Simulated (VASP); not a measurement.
# ZnS (Fm-3m) in VASP: notebook

Aim: see how the results for ZnS move with the level of theory and the settings. Levels: HSE06, PBE-based screened hybrid. Tasks: single point.

Everything below comes from runs of VASP 6.6.1. Logs are shortened: lines on timing, memory, paths and dates and some standing lists are left out, and cuts for length are marked.

### 1 The cell of the first run

Symmetry: Fm-3m, No. 225, cubic system. Conventional cell: a = 5.062 Å, b = 5.062 Å, c = 5.062 Å, α = 90.00°, β = 90.00°, γ = 90.00°. Within 3.3 Å of Zn (site symmetry m-3m) lie 6 S at 2.53 Å. S (site symmetry m-3m) has 6 Zn at 2.53 Å within 3.3 Å.

### 2 Single point, HSE06

Contents of POSCAR:

```
ZnS
1.0
    0.0000000000      2.5310227333      2.5310227333
    2.5310227333      0.0000000000      2.5310227333
    2.5310227333      2.5310227333      0.0000000000
Zn S
1 1
Direct
    0.0000000000      0.0000000000      0.0000000000
    0.5000000000      0.5000000000      0.5000000000
```

Contents of INCAR.step1:

```
SYSTEM = ZnS
ALGO = Normal
EDIFF = 1E-5
ENCUT = 520
GGA = PE
ISIF = 2
ISMEAR = -1
LASPH = .True.
LCHARG = .False.
LREAL = .False.
LWAVE = .True.
NBANDS = 16
NELM = 80
PREC = Accurate
SIGMA = 0.02
```

Contents of INCAR.step2:

```
SYSTEM = ZnS
ALGO = Normal
EDIFF = 1E-7
ENCUT = 520
GGA = PE
HFSCREEN = 0.2079
ISIF = 2
ISMEAR = -1
ISTART = 1
LASPH = .True.
LCHARG = .False.
LHFCALC = .True.
LREAL = .False.
LWAVE = .False.
NBANDS = 16
NELM = 80
PREC = Accurate
PRECFOCK = Normal
SIGMA = 0.02
```

Contents of KPOINTS:

```
k-points
0
Gamma
  4 4 4
  0 0 0
```

Potentials or basis: VASP PAW PBE potentials, release 64 (Zn, S).

Run with:

```bash
$ cat potpaw_PBE.64/Zn/POTCAR potpaw_PBE.64/S/POTCAR > POTCAR
$ cp INCAR.step1 INCAR
$ mpirun -np 1 vasp_std > vasp.out
$ cp INCAR.step2 INCAR
$ mpirun -np 1 vasp_std > vasp.out
```

OUTCAR:

```text
SYSTEM = ZnS
   EDIFF = 1E-7
   ENCUT = 520
   GGA = PE
   HFSCREEN = 0.2079
   ISIF = 2
   ISMEAR = -1
   ISTART = 1
   LASPH = .True.
   LHFCALC = .True.
   LREAL = .False.
   NELM = 80
   PREC = Accurate
   PRECFOCK = Normal

 ion  position               nearest neighbor table
   1  0.000  0.000  0.000-   2 2.53   2 2.53   2 2.53   2 2.53   2 2.53   2 2.53
   2  0.500  0.500  0.500-   1 2.53   1 2.53   1 2.53   1 2.53   1 2.53   1 2.53

  LATTYP: Found a face centered cubic cell.
 ALAT       =     5.0620454666

  Lattice vectors:

 A1 = (   0.0000000000,   2.5310227333,   2.5310227333)
 A2 = (   2.5310227333,   0.0000000000,   2.5310227333)
 A3 = (   2.5310227333,   2.5310227333,   0.0000000000)

Analysis of symmetry for initial positions (statically):
=====================================================================
 Subroutine PRICEL returns:
 Original cell was already a primitive cell.

 Routine SETGRP: Setting up the symmetry group for a
 face centered cubic supercell.

 Subroutine GETGRP returns: Found 48 space group operations
 (whereof 48 operations were pure point group operations)
 out of a pool of 48 trial point group operations.

The static configuration has the point symmetry O_h .

Analysis of symmetry for dynamics (positions and initial velocities):
=====================================================================
 Subroutine PRICEL returns:
 Original cell was already a primitive cell.

 Routine SETGRP: Setting up the symmetry group for a
 face centered cubic supercell.

 Subroutine GETGRP returns: Found 48 space group operations
 (whereof 48 operations were pure point group operations)
 out of a pool of 48 trial point group operations.

The dynamic configuration has the point symmetry O_h .

 Subroutine INISYM returns: Found 48 space group operations
 (whereof 48 operations are pure point group operations),
 and found     1 'primitive' translations

----------------------------------------------------------------------------------------

                                     Primitive cell

  volume of cell :      32.4278

  direct lattice vectors                    reciprocal lattice vectors
     0.000000000  2.531022733  2.531022733    -0.197548601  0.197548601  0.197548601
[... 73 lines left out ...]
   IBRION =     -1    ionic relax: 0-MD 1-quasi-New 2-CG
   NFREE  =      0    steps in history (QN), initial steepest desc. (CG)
   ISIF   =      2    stress and relaxation
   ISYM   =      3    0-nonsym 1-usesym 2-fastsym
   POTIM  = 0.5000    time-step for ionic-motion
   TEBEG  =    0.0;   TEEND  =   0.0 temperature during run
   PSTRESS=    0.0 pullay stress
   NELECT =      18.0000    total number of electrons
   NUPDOWN=      -1.0000    fix difference up-down
   EMIN   =  10.00;   EMAX   =-10.00  energy-range for DOS
   EFERMI =   0.00;   METHOD = LEGACY
   ISMEAR =    -1;   SIGMA  =   0.02  broadening in eV -4-tet -1-fermi 0-gaus
   EFERMI_NEDOS =   21; number of points for ismear=-14 and -15
   IALGO  =     38    algorithm
   IMIX   =      1    mixing-type and parameters
     AMIX     =   0.40;   BMIX     =  1.00
     AMIX_MAG =   1.60;   BMIX_MAG =  1.00
  volume/ion in A,a.u.               =      16.21       109.42
  Fermi-wavevector in a.u.,A,eV,Ry     =   1.345425  2.542485 24.628851  1.810169
  Thomas-Fermi vector in A             =   2.473339
   LORBIT       =      0    0 simple, 1 ext, 2 COOP (PROOUT), +10 PAW based schemes
   GGA     = PE    functional components
   LHFCALC =     T    Hartree Fock is set to
   PRECFOCK=normal    Normal, Fast or Accurate (Low or Medium for compatibility)
   ENCUT4O =  -1.0   cutoff for four orbital integrals eV
   NKREDX  =     1    reduce k-point grid by
   NKREDY  =     1    reduce k-point grid by
   NKREDZ  =     1    reduce k-point grid by
   AEXX    =    0.2500 exact exchange contribution
   HFSCREEN=    0.2079 screening length (either q_TF or 0.3 A-1)
   HFSCREENC=   0.2079 screening length for correlation (either q_TF or 0.3 A-1)
   ENCUTFOCK=  -1.0 apply spherical cutoff to Coloumb kernel
   IVDW    =     0    specifies the selected vdW correction
   LEPSILON=     F    determine dielectric tensor
   LRPA    =     F    only Hartree local field effects (RPA)
 non-spin polarized calculation
  energy-cutoff  :      520.00
  volume of cell :       32.43
 maximum number of plane-waves:       893
 NGX is ok and might be reduce to    28
  NGX = 20; NGY = 20; NGZ = 20

 number of electron      18.0000013 magnetization

 Free energy of the ion-electron system (eV)
  ---------------------------------------------------
  ext. energy  EPLUGINS =         0.00000000
  ---------------------------------------------------
  free energy    TOTEN  =        -7.62784728 eV

  energy without entropy =       -7.62784728  energy(sigma->0) =       -7.62784728

 E-fermi :   3.7383     XC(G=0):  -8.9738

 val. band max:        3.3160910959   @ k =   0.5000   0.0000   0.0000
 cond. band min:       4.1512207303   @ k =   0.5000   0.5000   0.0000
 fundamental gap:      0.8351296345
 Fermi energy:         3.7382696306

 k-point     1 :       0.0000    0.0000    0.0000
  band No.  band energies     occupation
      1     -11.8021      2.00000
      2      -4.6802      2.00000
      3      -4.6802      2.00000
      4      -4.6272      2.00000
      5      -4.6272      2.00000
      6      -4.6272      2.00000
[... 129 lines left out ...]
      3      -4.6679      2.00000
      4      -4.6679      2.00000
      5      -4.4212      2.00000
      6      -4.0431      2.00000
[... 8 lines left out ...]
     15      19.3475      0.00000
     16      21.1999      0.00000

------------------------ aborting loop because EDIFF is reached ----------------------------------------

  FORCE on cell =-STRESS in cart. coord.  units (eV):
  Direction    XX          YY          ZZ          XY          YZ          ZX
  --------------------------------------------------------------------------------------
  -------------------------------------------------------------------------------------
  Total        0.3582911      0.3582911      0.3582911     -0.0000000      0.0000000     -0.0000000
  in kB       17.7022492     17.7022492     17.7022492     -0.0000000      0.0000000     -0.0000000
  external PRESSURE =      17.7022492 kB  Pullay stress =       0.0000000 kB

 VOLUME and BASIS-vectors are now :
 -----------------------------------------------------------------------------
  energy-cutoff  :      520.00
  volume of cell :       32.43
      direct lattice vectors                 reciprocal lattice vectors
     0.000000000  2.531022733  2.531022733    -0.197548601  0.197548601  0.197548601
     2.531022733  0.000000000  2.531022733     0.197548601 -0.197548601  0.197548601
     2.531022733  2.531022733  0.000000000     0.197548601  0.197548601 -0.197548601

 POSITION                                       TOTAL-FORCE (eV/Angst)
 -----------------------------------------------------------------------------------
      0.00000      0.00000      0.00000        -0.000000     -0.000000     -0.000000
      2.53102      2.53102      2.53102         0.000000      0.000000      0.000000
 -----------------------------------------------------------------------------------
    total drift:                               -0.000000      0.000001      0.000000

  FREE ENERGIE OF THE ION-ELECTRON SYSTEM (eV)
  ---------------------------------------------------
  free  energy   TOTEN  =        -7.6278472755 eV

  energy  without entropy=       -7.6278472754  energy(sigma->0) =       -7.62784728
```

OUTCAR.step1:

```text
SYSTEM = ZnS
   EDIFF = 1E-5
   ENCUT = 520
   GGA = PE
   ISIF = 2
   ISMEAR = -1
   LASPH = .True.
[... 354 lines left out ...]
      0.00000      0.00000      0.00000        -0.000000     -0.000000     -0.000000
      2.53102      2.53102      2.53102         0.000000      0.000000      0.000000
 -----------------------------------------------------------------------------------
    total drift:                                0.000000      0.000000      0.000000

  FREE ENERGIE OF THE ION-ELECTRON SYSTEM (eV)
  ---------------------------------------------------
  free  energy   TOTEN  =        -6.1053650816 eV

  energy  without entropy=       -6.1020501010  energy(sigma->0) =       -6.10370759
```

Wall time 11 min (1 thread of AMD EPYC 7R43 (Zen 3), shared host); peak memory 0.22 GiB.

Results:

```
Free energy            : -7.6278 eV
Pressure               : 1.8 GPa
Band gap on the k mesh : 0.84 eV, indirect (least direct gap 3.42 eV)
```

Caveat: the k points lie up to 0.54 Å⁻¹ apart; the PAW data sets were made with another functional, which shifts forces and pressure a little.

### 3 Single point, PBE-based screened hybrid

POSCAR is that of step 2.

Contents of INCAR.step1:

```
ALGO     = Normal         # electronic algorithm
EDIFF    = 1E-5           # SCF threshold, eV
ENCUT    = 520            # plane-wave cutoff, eV
GGA      = PE             # functional
ISIF     = 2              # what is computed and relaxed
ISMEAR   = -1             # smearing method
LASPH    = T              # aspherical terms in the spheres
LCHARG   = F              # write CHGCAR
LREAL    = F              # projectors in reciprocal space
LWAVE    = T              # write WAVECAR
NBANDS   = 16             # bands
NELM     = 100            # most SCF steps
PREC     = Accurate       # precision mode
SIGMA    = 0.02           # smearing width, eV
```

Contents of INCAR.step2:

```
AEXX     = 0.05           # exact-exchange fraction
ALGO     = Normal         # electronic algorithm
EDIFF    = 1E-6           # SCF threshold, eV
ENCUT    = 520            # plane-wave cutoff, eV
GGA      = PE             # functional
HFSCREEN = 0.2078         # screening, 1/A
ISIF     = 2              # what is computed and relaxed
ISMEAR   = -1             # smearing method
ISTART   = 1            
LASPH    = T              # aspherical terms in the spheres
LCHARG   = F              # write CHGCAR
LHFCALC  = T              # exact exchange
LREAL    = F              # projectors in reciprocal space
LWAVE    = F              # write WAVECAR
NBANDS   = 16             # bands
NELM     = 100            # most SCF steps
PREC     = Accurate       # precision mode
PRECFOCK = Normal       
SIGMA    = 0.02           # smearing width, eV
```

Contents of KPOINTS:

```
k-points
0
Gamma
  4 4 4
```

Potentials or basis: VASP PAW PBE potentials, release 64 (Zn, S).

Run with:

```bash
$ cat potpaw_PBE.64/Zn/POTCAR potpaw_PBE.64/S/POTCAR > POTCAR
$ cp INCAR.step1 INCAR
$ mpirun -np 1 vasp_std > vasp.out
$ cp INCAR.step2 INCAR
$ mpirun -np 1 vasp_std > vasp.out
```

It took 5.9 min on 1 thread of AMD EPYC 7R43 (Zen 3), shared host; peak memory 0.22 GiB.

It converged, with:

```yaml
Free_energy: -6.3808 eV
Pressure: 2.8 GPa
Band_gap_on_the_k_mesh: zero (band 9 reaches 3.84 eV, above the bottom of band 10 at 3.82 eV)
```

Levels at points of the mesh, in eV from the Fermi level:
| k point | band 6 | band 7 | band 8 | band 9 | band 10 | band 11 | band 12 | band 13 |
| --- | --- | --- | --- | --- | --- | --- | --- | --- |
| (0.00, 0.00, 0.00) | -6.56 | -0.53 | -0.53 | -0.53 | 2.28 | 9.37 | 9.37 | 9.37 |
| (0.50, 0.00, 0.00) | -6.39 | -5.52 | -0.02 | -0.02 | 4.16 | 5.88 | 5.88 | 8.01 |
| (0.50, 0.50, 0.00) | -5.88 | -5.33 | -2.52 | -2.52 | -0.03 | 5.66 | 12.39 | 12.92 |

Caveat: the k points lie up to 0.54 Å⁻¹ apart; the PAW data sets were made with another functional, which shifts forces and pressure a little.

### 4 Single point, PBE-based screened hybrid

POSCAR is that of step 3.

Contents of INCAR.step1:

```
SYSTEM = ZnS
  PREC = Accurate
  ENCUT = 520
  EDIFF = 1E-5
  ISMEAR = -1
  SIGMA = 0.02
  LREAL = .False.
  LASPH = .True.
  NELM = 100
  ALGO = Normal
  ISIF = 2
  LWAVE = .True.
  GGA = PE
  NBANDS = 16
```

Contents of INCAR.step2:

```
SYSTEM = ZnS
  PREC = Accurate
  ENCUT = 520
  EDIFF = 1E-7
  ISMEAR = -1
  SIGMA = 0.02
  LREAL = .False.
  LASPH = .True.
  NELM = 100
  ALGO = Normal
  ISIF = 2
  LWAVE = .False.
  LCHARG = .True.
  GGA = PE
  LHFCALC = .True.
  AEXX = 0.05
  HFSCREEN = 0.3
  PRECFOCK = Normal
  LELF = .True.
  LVHAR = .True.
  ISTART = 1
  NBANDS = 16
```

Contents of KPOINTS:

```
regular mesh
0
Gamma
  4 4 4
  0 0 0
```

Potentials or basis: VASP PAW PBE potentials, release 64 (Zn, S).

Run with:

```bash
$ cat potpaw_PBE.64/Zn/POTCAR potpaw_PBE.64/S/POTCAR > POTCAR
$ cp INCAR.step1 INCAR
$ mpirun -np 1 vasp_std > vasp.out
$ cp INCAR.step2 INCAR
$ mpirun -np 1 vasp_std > vasp.out
```

OUTCAR:

```text
SYSTEM = ZnS
   PREC = Accurate
   ENCUT = 520
   EDIFF = 1E-7
   ISMEAR = -1
   LREAL = .False.
   LASPH = .True.
   NELM = 100
   ISIF = 2
   GGA = PE
   LHFCALC = .True.
   AEXX = 0.05
   HFSCREEN = 0.3
   PRECFOCK = Normal
   ISTART = 1

 ion  position               nearest neighbor table
   1  0.000  0.000  0.000-   2 2.53   2 2.53   2 2.53   2 2.53   2 2.53   2 2.53
   2  0.500  0.500  0.500-   1 2.53   1 2.53   1 2.53   1 2.53   1 2.53   1 2.53

  LATTYP: Found a face centered cubic cell.
 ALAT       =     5.0620454666

  Lattice vectors:

 A1 = (   0.0000000000,   2.5310227333,   2.5310227333)
 A2 = (   2.5310227333,   0.0000000000,   2.5310227333)
 A3 = (   2.5310227333,   2.5310227333,   0.0000000000)

Analysis of symmetry for initial positions (statically):
=====================================================================
 Subroutine PRICEL returns:
 Original cell was already a primitive cell.

 Routine SETGRP: Setting up the symmetry group for a
 face centered cubic supercell.

 Subroutine GETGRP returns: Found 48 space group operations
 (whereof 48 operations were pure point group operations)
 out of a pool of 48 trial point group operations.

The static configuration has the point symmetry O_h .

Analysis of symmetry for dynamics (positions and initial velocities):
=====================================================================
 Subroutine PRICEL returns:
 Original cell was already a primitive cell.

 Routine SETGRP: Setting up the symmetry group for a
 face centered cubic supercell.

 Subroutine GETGRP returns: Found 48 space group operations
 (whereof 48 operations were pure point group operations)
 out of a pool of 48 trial point group operations.

The dynamic configuration has the point symmetry O_h .

[... 103 lines left out ...]
  Fermi-wavevector in a.u.,A,eV,Ry     =   1.345425  2.542485 24.628851  1.810169
  Thomas-Fermi vector in A             =   2.473339
   LORBIT       =      0    0 simple, 1 ext, 2 COOP (PROOUT), +10 PAW based schemes
   GGA     = PE    functional components
   LHFCALC =     T    Hartree Fock is set to
   PRECFOCK=normal    Normal, Fast or Accurate (Low or Medium for compatibility)
   ENCUT4O =  -1.0   cutoff for four orbital integrals eV
   NKREDX  =     1    reduce k-point grid by
   NKREDY  =     1    reduce k-point grid by
   NKREDZ  =     1    reduce k-point grid by
   AEXX    =    0.0500 exact exchange contribution
   HFSCREEN=    0.3000 screening length (either q_TF or 0.3 A-1)
   HFSCREENC=   0.3000 screening length for correlation (either q_TF or 0.3 A-1)
   ENCUTFOCK=  -1.0 apply spherical cutoff to Coloumb kernel
   IVDW    =     0    specifies the selected vdW correction
   LEPSILON=     F    determine dielectric tensor
   LRPA    =     F    only Hartree local field effects (RPA)
 non-spin polarized calculation
  energy-cutoff  :      520.00
  volume of cell :       32.43
 maximum number of plane-waves:       893
 NGX is ok and might be reduce to    28
  NGX = 20; NGY = 20; NGZ = 20

 number of electron      18.0000013 magnetization

 Free energy of the ion-electron system (eV)
  ---------------------------------------------------
  ext. energy  EPLUGINS =         0.00000000
  ---------------------------------------------------
  free energy    TOTEN  =        -6.33948579 eV

  energy without entropy =       -6.33572278  energy(sigma->0) =       -6.33760428

 E-fermi :   3.8643     XC(G=0): -10.5442

 val. band max:        3.8512947533   @ k =   0.5000   0.0000   0.0000
 cond. band min:       6.1169778355   @ k =   0.0000   0.0000   0.0000
 fundamental gap:      2.2656830822
 Fermi energy:         3.8642620197

 k-point     1 :       0.0000    0.0000    0.0000
  band No.  band energies     occupation
      1     -10.2517      2.00000
      2      -2.6835      2.00000
      3      -2.6835      2.00000
      4      -2.6630      2.00000
      5      -2.6630      2.00000
      6      -2.6630      2.00000
[... 129 lines left out ...]
      3      -2.7473      2.00000
      4      -2.7473      2.00000
      5      -2.4427      2.00000
      6      -2.1196      2.00000
[... 8 lines left out ...]
     15      18.4361      0.00000
     16      20.2804      0.00000

------------------------ aborting loop because EDIFF is reached ----------------------------------------

  FORCE on cell =-STRESS in cart. coord.  units (eV):
  Direction    XX          YY          ZZ          XY          YZ          ZX
  --------------------------------------------------------------------------------------
  -------------------------------------------------------------------------------------
  Total        0.5870758      0.5870758      0.5870758      0.0000000      0.0000000      0.0000000
  in kB       29.0059196     29.0059196     29.0059196      0.0000000      0.0000000      0.0000000
  external PRESSURE =      29.0059196 kB  Pullay stress =       0.0000000 kB

 VOLUME and BASIS-vectors are now :
 -----------------------------------------------------------------------------
  energy-cutoff  :      520.00
  volume of cell :       32.43
      direct lattice vectors                 reciprocal lattice vectors
     0.000000000  2.531022733  2.531022733    -0.197548601  0.197548601  0.197548601
     2.531022733  0.000000000  2.531022733     0.197548601 -0.197548601  0.197548601
     2.531022733  2.531022733  0.000000000     0.197548601  0.197548601 -0.197548601

 POSITION                                       TOTAL-FORCE (eV/Angst)
 -----------------------------------------------------------------------------------
      0.00000      0.00000      0.00000         0.000000      0.000000      0.000000
      2.53102      2.53102      2.53102        -0.000000     -0.000000     -0.000000
 -----------------------------------------------------------------------------------
    total drift:                               -0.000001     -0.000002     -0.000002

  FREE ENERGIE OF THE ION-ELECTRON SYSTEM (eV)
  ---------------------------------------------------
  free  energy   TOTEN  =        -6.3394857908 eV

  energy  without entropy=       -6.3357227768  energy(sigma->0) =       -6.33760428
```

Wall time 7.9 min (1 thread of AMD EPYC 7R43 (Zen 3), shared host); peak memory 0.22 GiB.

What came out:

| Property | Result |
| --- | --- |
| Free energy | -6.3395 eV |
| Pressure | 2.9 GPa |
| Band gap on the k mesh | zero (band 9 reaches 3.85 eV, above the bottom of band 10 at 3.82 eV) |

Caveat: the k points lie up to 0.54 Å⁻¹ apart; the PAW data sets were made with another functional, which shifts forces and pressure a little.

(Part 1 of 2 ends here.)
